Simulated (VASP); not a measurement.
Wanted: the native input for a VASP 6.6.1 run.

| Property | Result |
| --- | --- |
| Task | relaxation of cell and atoms |
| Functional | PBE |
| Dispersion | D3(BJ) |
| Potentials or basis | VASP PAW PBE potentials, release 64 (B, Pt) |
| Cutoff | 600 eV |
| k mesh | 6 × 6 × 2 |
| Occupations | gaussian, width 0.1 eV |
| Spin | no spin polarisation |
| Dipole correction | no |
| Further INCAR settings | ALGO = Normal; EDIFF = 1e-07; IBRION = 2; EDIFFG = -0.04; NSW = 90; ISIF = 3 |

The structure of B2Pt lies in POSCAR:

```
B2Pt
1.0
    2.9501606000      0.0000000000      0.0000000000
   -1.4750803000      2.5549140200      0.0000000000
    0.0000000000      0.0000000000     10.7623463000
B Pt
4 2
Direct
    0.3333333300      0.6666666700      0.0000000000
    0.0000000000      0.0000000000      0.2156753800
    0.0000000000      0.0000000000      0.7156753800
    0.6666666700      0.3333333300      0.5000000000
    0.6666666700      0.3333333300      0.1078376900
    0.3333333300      0.6666666700      0.6078376900
```

The input as run:

INCAR

```
SYSTEM = B2Pt
PREC = Accurate
ENCUT = 600
EDIFF = 1E-7
ISMEAR = 0
SIGMA = 0.1
LREAL = .False.
LASPH = .True.
NELM = 60
ALGO = Normal
ISIF = 3
LWAVE = .False.
LCHARG = .False.
GGA = PE
IVDW = 12
IBRION = 2
NSW = 90
EDIFFG = -0.04
```

KPOINTS

```
regular mesh
0
Gamma
  6 6 2
  0 0 0
```

Potentials or basis: VASP PAW PBE potentials, release 64 (B, Pt).

Run with:

```sh
$ cat potpaw_PBE.64/B/POTCAR potpaw_PBE.64/Pt/POTCAR > POTCAR
$ mpirun -np 1 vasp_std > vasp.out
```

Results of the run:

The relaxed volume is 11.09 Å³/atom, the relaxed cell is a = 3.654 Å, b = 3.654 Å, c = 5.753 Å, α = 90.00°, β = 90.00°, γ = 120.00° and the space group after relaxing (to 0.1 Å) is P6_3mc (No. 186). The energy gained by relaxing is 1096.5 meV/atom and the ionic steps are 31. The pressure after relaxing is -0.2 GPa, the largest force after relaxing is 0.031 eV/Å and the band gap on the k mesh is zero (bands 16 and 17 overlap by 2.84 eV). The dispersion energy per atom is -0.351 eV.

Caveat: the k points lie up to 0.55 Å⁻¹ apart in the final cell, too coarse for converged energies and pressures of a metal; the volume moved by over 15 % at a fixed basis, so the end points are rough; spin-orbit coupling is left out, which moves the levels of the heavy elements.

Wall time 13 min on 1 thread of Intel Xeon 8259CL, with other jobs on the host, peak memory 0.25 GiB.
